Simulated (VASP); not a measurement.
Here is a VASP 6.6.1 calculation.

INCAR

```
SYSTEM = Nb3C5
PREC     = Accurate       ! precision mode
ENCUT    = 520            ! plane-wave cutoff, eV
EDIFF    = 1E-6           ! SCF threshold, eV
ISMEAR   = 0              ! smearing method
SIGMA    = 0.2            ! smearing width, eV
LREAL    = .FALSE.        ! projectors in reciprocal space
LASPH    = .TRUE.         ! aspherical terms in the spheres
NELM     = 60             ! most SCF steps
ALGO     = Normal         ! electronic algorithm
ISIF     = 2              ! what is computed and relaxed
LWAVE    = .FALSE.        ! write WAVECAR
LCHARG   = .FALSE.        ! write CHGCAR
GGA      = PE             ! functional
NBANDS   = 40             ! bands
```

KPOINTS

```
Automatic mesh
0
G
  8 8 2
  0 0 0
```

POSCAR

```
Nb3C5
1.0
    3.0706990154      0.0000000000      0.0000000000
    0.0000000000      3.0706990154      0.0000000000
    0.0000000000      0.0000000000      9.6740219886
Nb C
3 5
Direct
    0.5000000000      0.5000000000      0.2203810685
    0.5000000000      0.5000000000      0.7796189315
    1.0000000000      1.0000000000      0.5000000000
    0.0000000000      0.0000000000      0.1389794458
    0.5000000000      0.5000000000      0.5732964626
    0.5000000000      0.5000000000      0.4267035374
    0.0000000000      0.0000000000      0.8610205542
    0.0000000000      0.0000000000      0.0000000000
```

Potentials or basis: VASP PAW PBE potentials, release 64 (Nb_sv, C).

Run with:

```bash
$ cat potpaw_PBE.64/Nb_sv/POTCAR potpaw_PBE.64/C/POTCAR > POTCAR
$ mpirun -np 1 vasp_std > vasp.out
```

(1) What does it give for the pressure?

(2) Predict the largest force.

## Answers

(1) -0.2 GPa.

(2) 0.148 eV/Å.
